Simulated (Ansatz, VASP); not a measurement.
# C in VASP and in Ansatz

File POSCAR:

```
C
1.0
    0.0000000000     -4.2535130786      0.0000000000
   -2.4558424086     -2.1267565393     -3.5617636578
    2.4558424086     -2.1267565393     -3.5617636578
C
8
Direct
    0.8499201374      0.5143964201      0.4856035799
    0.8332960723      0.0000000000      0.0000000000
    0.3332960723      0.7500000000      0.2500000000
    0.3332960723      0.2500000000      0.7500000000
    0.1667039277      0.5000000000      0.5000000000
    0.1667039277      0.0000000000      1.0000000000
    0.6667039277      0.7500000000      0.2500000000
    0.6667039277      0.2500000000      0.7500000000
```

INCAR.step1

```
SYSTEM = C
ALGO = Normal
EDIFF = 1E-4
ENCUT = 520
GGA = PE
ISMEAR = 0
LASPH = .True.
LCHARG = .False.
LREAL = .False.
LWAVE = .True.
NBANDS = 26
NELM = 100
PREC = Accurate
SIGMA = 0.05
```

INCAR.step2

```
SYSTEM = C
ALGO = Normal
EDIFF = 1E-7
ENCUT = 520
ISIF = 2
ISMEAR = 0
ISTART = 1
LASPH = .True.
LCHARG = .False.
LMIXTAU = .True.
LREAL = .False.
LWAVE = .False.
METAGGA = R2SCAN
NBANDS = 26
NELM = 100
PREC = Accurate
SIGMA = 0.05
```

KPOINTS

```
k-points
0
Gamma
  8 8 8
  0 0 0
```

Input for Ansatz:

```yaml
crystal:
  lattice:
    - [0.0, -4.2535130786, 0.0]
    - [-2.4558424086, -2.1267565393, -3.5617636578]
    - [2.4558424086, -2.1267565393, -3.5617636578]
  atoms:
    - { symbol: C, position: [0.8499201374, 0.5143964201, 0.4856035799] }
    - { symbol: C, position: [0.8332960723, 0.0, 0.0] }
    - { symbol: C, position: [0.3332960723, 0.75, 0.25] }
    - { symbol: C, position: [0.3332960723, 0.25, 0.75] }
    - { symbol: C, position: [0.1667039277, 0.5, 0.5] }
    - { symbol: C, position: [0.1667039277, 0.0, 1.0] }
    - { symbol: C, position: [0.6667039277, 0.75, 0.25] }
    - { symbol: C, position: [0.6667039277, 0.25, 0.75] }
basis:
  ecutwfc: 500
kpoints:
  mp_grid: { grid: [8, 8, 8] }
hamiltonian:
  xc: r2scan
scf:
  occupations: { method: gaussian, width: 0.05 }
output:
  forces: true
  stress: true
  eigenvalues: true
```

Alike in both runs: task single point; functional r2SCAN; k mesh 8 × 8 × 8; occupations gaussian, width 0.05 eV; no spin polarisation.

```csv
,VASP,Ansatz
version,VASP 6.6.1,Ansatz 0.2.0
potentials or method,"VASP PAW PBE potentials, release 64 (C), cutoff 520 eV","scalar-relativistic, plane waves, PAW"
valence electrons in the cell,32,32
```

```csv
,VASP,Ansatz,Ansatz less VASP
gap on the k mesh at the Fermi level (eV),0.19,0.19,+0.001
least direct gap on the mesh (eV),0.24,0.24,0.000
pressure (GPa),1.7,1.1,-0.63
"traceless stress, the component that is largest in VASP (GPa)",2.66,2.24,-0.420
rms of the force components (eV/Å),1.381,1.376,-0.0044
```

VASP's potentials were made for PBE, not for r2SCAN. Atom by atom the forces differ by 0.008 eV/Å (rms over components). The functional is the same, so the differences come from potentials, cutoffs and numerics.
